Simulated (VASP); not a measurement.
# C (P-1) in VASP: further runs, part 2 of 2

VASP 6.6.1. Earlier steps stand in the parts before.

### Step 4. Single point, r2SCAN

This run uses another cell than the first one, of 9.11 Å³/atom, 0.995 times its volume.

The input, POSCAR:

```
C
1.0
    2.1237685410     -1.2262294453      0.0000000000
    2.1237685410      1.2262294453      0.0000000000
   -1.3767677086      0.0000000000      3.4969821928
C
2
Direct
    0.8224100000      0.8393600000      0.9995100000
    0.1642600000      0.1634100000      0.9948100000
```

The input, INCAR.step1:

```
ALGO     = Normal         # electronic algorithm
EDIFF    = 1E-4           # SCF threshold, eV
ENCUT    = 520            # plane-wave cutoff, eV
GGA      = PE             # functional
ISMEAR   = -1             # smearing method
LASPH    = True           # aspherical terms in the spheres
LCHARG   = False          # write CHGCAR
LREAL    = False          # projectors in reciprocal space
LWAVE    = True           # write WAVECAR
NBANDS   = 11             # bands
NELM     = 80             # most SCF steps
PREC     = Accurate       # precision mode
SIGMA    = 0.05           # smearing width, eV
```

The input, INCAR.step2:

```
ALGO     = Normal         # electronic algorithm
EDIFF    = 1E-7           # SCF threshold, eV
ENCUT    = 520            # plane-wave cutoff, eV
ISIF     = 2              # what is computed and relaxed
ISMEAR   = -1             # smearing method
ISTART   = 1            
LASPH    = True           # aspherical terms in the spheres
LCHARG   = False          # write CHGCAR
LMIXTAU  = True         
LREAL    = False          # projectors in reciprocal space
LWAVE    = False          # write WAVECAR
METAGGA  = R2SCAN         # meta-GGA
NBANDS   = 11             # bands
NELM     = 80             # most SCF steps
PREC     = Accurate       # precision mode
SIGMA    = 0.05           # smearing width, eV
```

The input, KPOINTS:

```
k-points
0
Gamma
  9 9 6
```

Potentials or basis: VASP PAW PBE potentials, release 64 (C).

Launch:

```
$ cat potpaw_PBE.64/C/POTCAR > POTCAR
$ cp INCAR.step1 INCAR
$ mpirun -np 1 vasp_std > vasp.out
$ cp INCAR.step2 INCAR
$ mpirun -np 1 vasp_std > vasp.out
```

OUTCAR:

```text
EDIFF = 1E-7
   ENCUT = 520
   ISIF = 2
   ISMEAR = -1
   ISTART = 1
   LASPH = True
   LREAL = False
   METAGGA = R2SCAN
   NELM = 80
   PREC = Accurate

 ion  position               nearest neighbor table
   1  0.822  0.839  1.000-   2 1.39   2 1.42   2 1.43
   2  0.164  0.163  0.995-   1 1.39   1 1.42   1 1.43

  LATTYP: Found a base centered monoclinic cell.
 ALAT       =     4.2475370820
 B/A-ratio  =     0.5773837505
 C/A-ratio  =     0.8848047021
 COS(beta)  =    -0.3663330234

  Lattice vectors:

 A1 = (   2.1237685410,  -1.2262294453,   0.0000000000)
 A2 = (   2.1237685410,   1.2262294453,   0.0000000000)
 A3 = (  -1.3767677086,   0.0000000000,   3.4969821928)

Analysis of symmetry for initial positions (statically):
=====================================================================
 Subroutine PRICEL returns:
 Original cell was already a primitive cell.

 Routine SETGRP: Setting up the symmetry group for a
 base centered monoclinic supercell.

 Subroutine GETGRP returns: Found  2 space group operations
 (whereof  1 operations were pure point group operations)
 out of a pool of  4 trial point group operations.

The static configuration has the point symmetry C_1 .
 The point group associated with its full space group is S_2 .

Analysis of symmetry for dynamics (positions and initial velocities):
=====================================================================
 Subroutine PRICEL returns:
 Original cell was already a primitive cell.

 Routine SETGRP: Setting up the symmetry group for a
 base centered monoclinic supercell.

 Subroutine GETGRP returns: Found  2 space group operations
 (whereof  1 operations were pure point group operations)
 out of a pool of  4 trial point group operations.

The dynamic configuration has the point symmetry C_1 .
 The point group associated with its full space group is S_2 .

 Subroutine INISYM returns: Found  2 space group operations
 (whereof  1 operations are pure point group operations),
 and found     1 'primitive' translations

----------------------------------------------------------------------------------------

                                     Primitive cell

  volume of cell :      18.2139

  direct lattice vectors                    reciprocal lattice vectors
     2.123768541 -1.226229445  0.000000000     0.235430552 -0.407754032  0.092689400
     2.123768541  1.226229445  0.000000000     0.235430552  0.407754032  0.092689400
    -1.376767709  0.000000000  3.496982193     0.000000000  0.000000000  0.285960850

  length of vectors
     2.452352232  2.452352232  3.758240783     0.479877297  0.479877297  0.285960850

  position of ions in fractional coordinates (direct lattice)
     0.822410000  0.839360000  0.999510000
     0.164260000  0.163410000  0.994810000

  ion indices of the primitive-cell ions
   primitive index   ion index
                 1           1
                 2           2

----------------------------------------------------------------------------------------

 KPOINTS: k-points

Automatic generation of k-mesh.
 Grid dimensions read from file:
 generate k-points for:    9    9    6

 Generating k-lattice:

  Cartesian coordinates                     Fractional coordinates (reciprocal lattice)
     0.026158950 -0.045306004  0.010298822     0.111111111  0.000000000  0.000000000
     0.026158950  0.045306004  0.010298822     0.000000000  0.111111111  0.000000000
     0.000000000  0.000000000  0.047660142     0.000000000  0.000000000  0.166666667

  Length of vectors
     0.053319700  0.053319700  0.047660142

  Shift w.r.t. Gamma in fractional coordinates (k-lattice)
     0.000000000  0.000000000  0.000000000

 Subroutine IBZKPT returns following result:
 ===========================================

 Found    244 irreducible k-points:

 Following reciprocal coordinates:
            Coordinates               Weight
  0.000000  0.000000  0.000000      1.000000
  0.111111  0.000000  0.000000      2.000000
  0.000000 -0.111111  0.000000      2.000000
  0.222222 -0.000000  0.000000      2.000000
  0.000000 -0.222222  0.000000      2.000000
  0.333333  0.000000 -0.000000      2.000000
[... 16 lines left out ...]
 -0.111111  0.111111  0.000000      2.000000
  0.222222  0.222222  0.000000      2.000000
 [... further k-points ...]
   k-points           NKPTS =    244   k-points in BZ     NKDIM =    244   number of bands    NBANDS=     11
   number of dos      NEDOS =    301   number of ions     NIONS =      2
   total plane-waves  NPLWV =   9072
   dimension x,y,z NGX =    18 NGY =   18 NGZ =   28
   dimension x,y,z NGXF=    36 NGYF=   36 NGZF=   56
   ions per type =               2
   NGX,Y,Z   is equivalent  to a cutoff of  12.20, 12.20, 12.39 a.u.
   NGXF,Y,Z  is equivalent  to a cutoff of  24.40, 24.40, 24.77 a.u.
 SYSTEM =  unknown system
   PREC   = accura    normal or accurate (medium, high low for compatibility)
   ISTART =      1    job   : 0-new  1-cont  2-samecut
   ICHARG =      0    charge: 1-file 2-atom 10-const
   ISPIN  =      1    spin polarized calculation?
   LNONCOLLINEAR =      F non collinear calculations
   LSORBIT =      F    spin-orbit coupling
   LASPH  =      T    aspherical Exc in radial PAW
   ENCUT  =  520.0 eV  38.22 Ry    6.18 a.u.   4.56  4.56  6.99*2*pi/ulx,y,z
   NELM   =     80;   NELMIN=  2; NELMDL=  0     # of ELM steps
   EDIFF  = 0.1E-06   stopping-criterion for ELM
   LREAL  =      F    real-space projection
   EDIFFG = 0.1E-05   stopping-criterion for IOM
   NSW    =      0    number of steps for IOM
   IBRION =     -1    ionic relax: 0-MD 1-quasi-New 2-CG
   NFREE  =      0    steps in history (QN), initial steepest desc. (CG)
   ISIF   =      2    stress and relaxation
   ISYM   =      2    0-nonsym 1-usesym 2-fastsym
   POTIM  = 0.5000    time-step for ionic-motion
   TEBEG  =    0.0;   TEEND  =   0.0 temperature during run
   PSTRESS=    0.0 pullay stress
   NELECT =       8.0000    total number of electrons
   NUPDOWN=      -1.0000    fix difference up-down
   EMIN   =  10.00;   EMAX   =-10.00  energy-range for DOS
   EFERMI =   0.00;   METHOD = LEGACY
   ISMEAR =    -1;   SIGMA  =   0.05  broadening in eV -4-tet -1-fermi 0-gaus
   EFERMI_NEDOS =   21; number of points for ismear=-14 and -15
   IALGO  =     38    algorithm
   IMIX   =      4    mixing-type and parameters
     AMIX     =   0.40;   BMIX     =  1.00
     AMIX_MAG =   1.60;   BMIX_MAG =  1.00
  volume/ion in A,a.u.               =       9.11        61.46
  Fermi-wavevector in a.u.,A,eV,Ry     =   1.244431  2.351633 21.070087  1.548608
  Thomas-Fermi vector in A             =   2.378698
   LORBIT       =      0    0 simple, 1 ext, 2 COOP (PROOUT), +10 PAW based schemes
   METAGGA = R2SCAN    functional components
   LHFCALC =     F    Hartree Fock is set to
   AEXX    =    0.0000 exact exchange contribution
   IVDW    =     0    specifies the selected vdW correction
   LEPSILON=     F    determine dielectric tensor
   LRPA    =     F    only Hartree local field effects (RPA)
 non-spin polarized calculation
  energy-cutoff  :      520.00
  volume of cell :       18.21
 maximum number of plane-waves:       505
   NGX =  9   NGY =  9   NGZ = 13

 number of electron       8.0000000 magnetization

 Free energy of the ion-electron system (eV)
  ---------------------------------------------------
  ext. energy  EPLUGINS =         0.00000000
  ---------------------------------------------------
  free energy    TOTEN  =       -19.85253010 eV

  energy without entropy =      -19.85223174  energy(sigma->0) =      -19.85238092

 E-fermi :   4.3457     XC(G=0): -10.8579

 val. band max:        4.2112045559   @ k =  -0.3333   0.3333   0.3333
 cond. band min:       4.4711655227   @ k =  -0.3333   0.3333   0.3333
 fundamental gap:      0.2599609668
 Fermi energy:         4.3457480630

 k-point     1 :       0.0000    0.0000    0.0000
  band No.  band energies     occupation
      1     -16.6259      2.00000
      2      -2.9339      2.00000
      3       0.8019      2.00000
      4       1.5217      2.00000
      5       8.4101      0.00000
      6      12.6782      0.00000
      7      13.5930      0.00000
      8      16.8581      0.00000
      9      17.8066      0.00000
     10      28.4867      0.00000
     11      29.8700      0.00000
[... 309 lines left out ...]
 k-point    24 :       0.2222    0.2222    0.0000
  band No.  band energies     occupation
      1     -15.3445      2.00000
      2      -2.7623      2.00000
      3      -1.8609      2.00000
      4      -0.7246      2.00000
      5      10.7554      0.00000
      6      12.7597      0.00000
      7      13.0235      0.00000
      8      17.7710      0.00000
      9      20.3057      0.00000
     10      24.8393      0.00000
     11      29.9956      0.00000

 [... further k-points ...]
[... 5 lines left out ...]
  --------------------------------------------------------------------------------------
  -------------------------------------------------------------------------------------
  Total        0.3287433      0.4231993     -0.0384671     -0.2104673     -0.0196612     -0.0021130
  in kB       28.9177893     37.2265828     -3.3837428    -18.5136852     -1.7294873     -0.1858734
  external PRESSURE =      20.9202098 kB  Pullay stress =       0.0000000 kB

 VOLUME and BASIS-vectors are now :
 -----------------------------------------------------------------------------
  energy-cutoff  :      520.00
  volume of cell :       18.21
      direct lattice vectors                 reciprocal lattice vectors
     2.123768541 -1.226229445  0.000000000     0.235430552 -0.407754032  0.092689400
     2.123768541  1.226229445  0.000000000     0.235430552  0.407754032  0.092689400
    -1.376767709  0.000000000  3.496982193     0.000000000  0.000000000  0.285960850

 POSITION                                       TOTAL-FORCE (eV/Angst)
 -----------------------------------------------------------------------------------
      2.15312      0.02078      3.49527         0.290929     -1.201107     -0.258932
     -0.67373     -0.00104      3.47883        -0.290929      1.201107      0.258932
 -----------------------------------------------------------------------------------
    total drift:                               -0.000004      0.000023     -0.000013

  FREE ENERGIE OF THE ION-ELECTRON SYSTEM (eV)
  ---------------------------------------------------
  free  energy   TOTEN  =       -19.8525301036 eV

  energy  without entropy=      -19.8522317377  energy(sigma->0) =      -19.85238092
```

It took 2.3 min on 1 thread of AMD EPYC 9R45 (Zen 5), shared host; peak memory 0.11 GiB.

What came out:

```yaml
Free_energy: -19.8525 eV
Pressure: 2.1 GPa
Largest_force: 1.263 eV/Å
Band_gap_on_the_k_mesh: 0.26 eV, direct
```

Forces on the atoms (eV/Å):
```
C    0.291 -1.201 -0.259
C   -0.291  1.201  0.259
```

Levels at points of the mesh, in eV from the valence-band top:
```tsv
k point	band 1	band 2	band 3	band 4	band 5	band 6	band 7	band 8
(0.00, 0.00, 0.00)	-20.84	-7.15	-3.41	-2.69	4.20	8.47	9.38	12.65
(0.00, 0.00, 0.50)	-20.62	-8.77	-3.42	-2.70	8.43	9.35	10.21	12.80
```

Caveat: the PAW data sets were made with another functional, which shifts forces and pressure a little. A k mesh can miss the band edges.

### Step 5. Single point, r2SCAN

This run uses another cell than the first one, of 9.20 Å³/atom, 1.005 times its volume.

The input, POSCAR:

```
C
1.0
    2.1308596405     -1.2303237309      0.0000000000
    2.1308596405      1.2303237309      0.0000000000
   -1.3813646299      0.0000000000      3.5086583469
C
2
Direct
    0.8224100000      0.8393600000      0.9995100000
    0.1642600000      0.1634100000      0.9948100000
```

The input, INCAR.step1:

```
PREC = Accurate
ENCUT = 520
ISMEAR = -1
SIGMA = 0.05
LREAL = False
LASPH = True
NELM = 80
NBANDS = 11
GGA = PE
ALGO = Normal
EDIFF = 1E-4
LWAVE = True
LCHARG = False
```

The input, INCAR.step2:

```
PREC = Accurate
ENCUT = 520
EDIFF = 1E-7
ISMEAR = -1
SIGMA = 0.05
LREAL = False
LASPH = True
NELM = 80
ALGO = Normal
ISIF = 2
LWAVE = False
LCHARG = False
METAGGA = R2SCAN
LMIXTAU = True
NBANDS = 11
ISTART = 1
```

The input, KPOINTS:

```
Automatic mesh
0
Gamma
  9 9 6
```

Potentials or basis: VASP PAW PBE potentials, release 64 (C).

Launch:

```
$ cat potpaw_PBE.64/C/POTCAR > POTCAR
$ cp INCAR.step1 INCAR
$ mpirun -np 1 vasp_std > vasp.out
$ cp INCAR.step2 INCAR
$ mpirun -np 1 vasp_std > vasp.out
```

OUTCAR:

```text
PREC = Accurate
   ENCUT = 520
   EDIFF = 1E-7
   ISMEAR = -1
   LREAL = False
   LASPH = True
   NELM = 80
   ISIF = 2
   METAGGA = R2SCAN
   ISTART = 1

 ion  position               nearest neighbor table
   1  0.822  0.839  1.000-   2 1.40   2 1.43   2 1.44
   2  0.164  0.163  0.995-   1 1.40   1 1.43   1 1.44

  LATTYP: Found a base centered monoclinic cell.
 ALAT       =     4.2617192810
 B/A-ratio  =     0.5773837504
 C/A-ratio  =     0.8848047021
 COS(beta)  =    -0.3663330234

  Lattice vectors:

 A1 = (   2.1308596405,  -1.2303237309,   0.0000000000)
 A2 = (   2.1308596405,   1.2303237309,   0.0000000000)
 A3 = (  -1.3813646299,   0.0000000000,   3.5086583469)

Analysis of symmetry for initial positions (statically):
=====================================================================
 Subroutine PRICEL returns:
 Original cell was already a primitive cell.

 Routine SETGRP: Setting up the symmetry group for a
 base centered monoclinic supercell.

 Subroutine GETGRP returns: Found  2 space group operations
 (whereof  1 operations were pure point group operations)
[... 166 lines left out ...]

 val. band max:        4.1269360486   @ k =  -0.3333   0.3333   0.3333
 cond. band min:       4.3800637129   @ k =  -0.3333   0.3333   0.3333
 fundamental gap:      0.2531276642
 Fermi energy:         4.2580410834

 k-point     1 :       0.0000    0.0000    0.0000
  band No.  band energies     occupation
      1     -16.6278      2.00000
      2      -2.9640      2.00000
      3       0.7120      2.00000
      4       1.4278      2.00000
      5       8.3366      0.00000
      6      12.5257      0.00000
      7      13.4367      0.00000
      8      16.6415      0.00000
      9      17.4779      0.00000
     10      28.2588      0.00000
     11      29.6230      0.00000
[... 309 lines left out ...]
 k-point    24 :       0.2222    0.2222   -0.0000
  band No.  band energies     occupation
      1     -15.3548      2.00000
      2      -2.8371      2.00000
      3      -1.8975      2.00000
      4      -0.7983      2.00000
      5      10.6651      0.00000
      6      12.5922      0.00000
      7      12.8502      0.00000
      8      17.5729      0.00000
      9      20.0070      0.00000
     10      24.6464      0.00000
     11      29.7878      0.00000

 [... further k-points ...]
[... 5 lines left out ...]
  --------------------------------------------------------------------------------------
  -------------------------------------------------------------------------------------
  Total       -0.1356730     -0.0497378     -0.0445449     -0.1911596     -0.0192420     -0.0021474
  in kB      -11.8156816     -4.3316326     -3.8793884    -16.6479712     -1.6757745     -0.1870163
  external PRESSURE =      -6.6755675 kB  Pullay stress =       0.0000000 kB

 VOLUME and BASIS-vectors are now :
 -----------------------------------------------------------------------------
  energy-cutoff  :      520.00
  volume of cell :       18.40
      direct lattice vectors                 reciprocal lattice vectors
     2.130859641 -1.230323731  0.000000000     0.234647084 -0.406397103  0.092380947
     2.130859641  1.230323731  0.000000000     0.234647084  0.406397103  0.092380947
    -1.381364630  0.000000000  3.508658347     0.000000000  0.000000000  0.285009226

 POSITION                                       TOTAL-FORCE (eV/Angst)
 -----------------------------------------------------------------------------------
      2.16031      0.02085      3.50694         0.283992     -1.173585     -0.260557
     -0.67598     -0.00105      3.49045        -0.283992      1.173585      0.260557
 -----------------------------------------------------------------------------------
    total drift:                               -0.000003      0.000022     -0.000011

  FREE ENERGIE OF THE ION-ELECTRON SYSTEM (eV)
  ---------------------------------------------------
  free  energy   TOTEN  =       -19.8535007577 eV

  energy  without entropy=      -19.8531870435  energy(sigma->0) =      -19.85334390
```

OSZICAR.step1:

```text
N       E                     dE             d eps       ncg     rms          rms(c)
DAV:   1     0.108993882998E+01    0.10899E+01   -0.40888E+03  5432   0.645E+02
DAV:   2    -0.191743988433E+02   -0.20264E+02   -0.19522E+02  7072   0.120E+02
DAV:   3    -0.196333146713E+02   -0.45892E+00   -0.45792E+00  6809   0.149E+01
DAV:   4    -0.196350885707E+02   -0.17739E-02   -0.17737E-02  6331   0.113E+00
DAV:   5    -0.196350957305E+02   -0.71598E-05   -0.71597E-05  6906   0.647E-02    0.637E+00
DAV:   6    -0.187066686304E+02    0.92843E+00   -0.77430E-01  6331   0.513E+00    0.371E+00
DAV:   7    -0.184093998817E+02    0.29727E+00   -0.89552E-01  6457   0.555E+00    0.105E+00
DAV:   8    -0.184136331308E+02   -0.42332E-02   -0.22850E-02  6050   0.953E-01    0.128E-01
DAV:   9    -0.184133696837E+02    0.26345E-03   -0.65476E-04  6546   0.163E-01    0.606E-02
DAV:  10    -0.184134548921E+02   -0.85208E-04   -0.17176E-04  6051   0.903E-02
   1 F= -.18413455E+02 E0= -.18413276E+02  d E =-.358274E-03
```

It took 2.5 min on 1 thread of AMD EPYC 9R45 (Zen 5), shared host; peak memory 0.12 GiB.

What came out:

- Free energy: -19.8535 eV
- Pressure: -0.7 GPa
- Largest force: 1.235 eV/Å
- Band gap on the k mesh: 0.25 eV, direct

Forces in eV/Å, atoms in the order of the input:
```
C    0.284 -1.174 -0.261
C   -0.284  1.174  0.261
```

Stress tensor (GPa, compression positive):
```
-1.18 -1.66 -0.02
-1.66 -0.43 -0.17
-0.02 -0.17 -0.39
```

Levels at points of the mesh, in eV from the valence-band top:
```tsv
k point	band 1	band 2	band 3	band 4	band 5	band 6	band 7	band 8
(0.00, 0.00, 0.00)	-20.75	-7.09	-3.41	-2.70	4.21	8.40	9.31	12.51
(0.00, 0.00, 0.50)	-20.55	-8.69	-3.43	-2.71	8.37	9.27	10.16	12.66
```

Caveat: the PAW data sets were made with another functional, which shifts forces and pressure a little. A k mesh can miss the band edges.

### Step 6. Summary

| cell | gap on the mesh (eV) | pressure (GPa) | largest force (eV/Å) |
| --- | --- | --- | --- |
| a = 2.456, b = 2.456, c = 3.765 Å, angles 108.5, 108.5, 60.0°, 2 atoms | 0.24 | 0.7 | 1.22 |
| a = 2.452, b = 2.452, c = 3.758 Å, angles 108.5, 108.5, 60.0°, 2 atoms | 0.26 | 2.1 | 1.26 |
| a = 2.461, b = 2.461, c = 3.771 Å, angles 108.5, 108.5, 60.0°, 2 atoms | 0.25 | -0.7 | 1.24 |

Some of these runs hold the atoms at other places in the same cell, which the table doesn't show; runs alike in all that it shows share one row.

Alike in all rows: task single point; level r2SCAN; potentials or basis VASP PAW PBE potentials, release 64 (C); no spin polarisation; k mesh 9 × 9 × 6; cutoff (eV) 520; smearing fermi-dirac 0.05 eV.

Caveats: the PAW data sets were made with another functional, which shifts forces and pressure a little.

Absolute energies hang on the potentials; compare differences alone.
